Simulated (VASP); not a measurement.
A run of VASP 6.6.1:

INCAR

```
  ALGO = Normal
  DIPOL = 0.5 0.5 0.397
  EDIFF = 1E-6
  ENCUT = 520
  GGA = PE
  IDIPOL = 3
  ISIF = 2
  ISMEAR = 0
  IVDW = 12
  LASPH = True
  LCHARG = False
  LDIPOL = True
  LREAL = False
  LWAVE = False
  NBANDS = 16
  NELM = 60
  PREC = Accurate
  SIGMA = 0.1
```

Contents of KPOINTS:

```
k-points
0
Gamma
  9 9 1
```

Contents of POSCAR:

```
Si
1.0
    3.8475254748      0.0000000000      0.0000000000
   -1.9237627374      3.3320548028      0.0000000000
    0.0000000000      0.0000000000     18.4415958287
Si
4
Direct
    0.3333333333      0.6666666667      0.2695427207
    0.6666666667      0.3333333333      0.2440135898
    0.8888888889      0.1111111111      0.5499304899
    0.5555555556      0.4444444444      0.5244013590
```

Potentials or basis: VASP PAW PBE potentials, release 64 (Si).

Command:

```bash
$ cat potpaw_PBE.64/Si/POTCAR > POTCAR
$ mpirun -np 1 vasp_std > vasp.out
```

Hardware: 1 thread of Intel(R) Xeon(R) Platinum 8259CL CPU @ 2.50GHz (Skylake/Cascade Lake), on a shared host.

Problem. Estimate the wall time of this run.

Solution. Run time: 3.6 min on 1 thread of Intel(R) Xeon(R) Platinum 8259CL CPU @ 2.50GHz (Skylake/Cascade Lake), with other jobs on the host, peak memory 0.37 GiB. Counts: scf iterations 22, k points 25.
